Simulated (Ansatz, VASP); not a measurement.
**Two plane-wave programs on K2Hf**

```
CELL_PARAMETERS angstrom
0.00000 4.44580 4.44580
4.44580 0.00000 4.44580
4.44580 4.44580 0.00000
ATOMIC_POSITIONS crystal
K 0.25000 0.25000 0.25000
K 0.75000 0.75000 0.75000
Hf 0.00000 0.00000 0.00000
```

Alike in both runs: functional PBE; k mesh 10 × 10 × 10; occupations gaussian, width 0.1 eV; no spin polarisation.

Ansatz relaxed the structure, and its values are those at the end. VASP's run is a single point on that final structure, the one shown.

|  | VASP | Ansatz |
| --- | --- | --- |
| version | VASP 6.6.1 | Ansatz 0.2.0 |
| potentials or method | VASP PAW PBE potentials, release 64 (K_sv, Hf_pv), cutoff 520 eV | scalar-relativistic, plane waves, PAW |
| valence electrons in the cell | 28 | 44 |

```tsv
	VASP	Ansatz	Ansatz less VASP
gap on the k mesh at the Fermi level (eV)	none	none	-
pressure (GPa)	0.0	0.0	+0.02
```

A gap of «none» marks a metal or a gap that the smearing closes. VASP's potentials hold 28 valence electrons a cell and Ansatz's 44, so a difference there can come from the potentials and not from the codes.

Neither program's run includes spin-orbit coupling.
